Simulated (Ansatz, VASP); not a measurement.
# Ti2W: VASP beside Ansatz

```
Ti W
1.0
     2.85747    0.00000    0.00000
    -1.42874    2.47464    0.00000
     0.00000    0.00000   14.27353
Ti W
4 2
Direct
  0.33333 0.66667 0.91798
  0.33333 0.66667 0.58202
  0.66667 0.33333 0.08202
  0.66667 0.33333 0.41798
  0.33333 0.66667 0.25000
  0.66667 0.33333 0.75000
```

Alike in both runs: functional PBE; k mesh 6 × 6 × 2; occupations gaussian, width 0.1 eV; no spin polarisation.

Ansatz relaxed the structure, and its values are those at the end. VASP's run is a single point on that final structure, the one shown.

```csv
,VASP,Ansatz
version,VASP 6.6.1,Ansatz 0.2.0
potentials or method,"VASP PAW PBE potentials, release 64 (Ti_sv, W_sv), cutoff 520 eV","scalar-relativistic, plane waves, PAW"
valence electrons in the cell,76,76
```

```tsv
	VASP	Ansatz	Ansatz less VASP
gap on the k mesh at the Fermi level (eV)	none	none	-
pressure (GPa)	-0.4	-0.2	+0.16
rms of the force components (eV/Å)	0.012	0.008	-0.0036
```

A gap of «none» marks a metal or a gap that the smearing closes.

The k mesh is coarse, so the values compare programs but aren't converged. Neither program's run includes spin-orbit coupling.
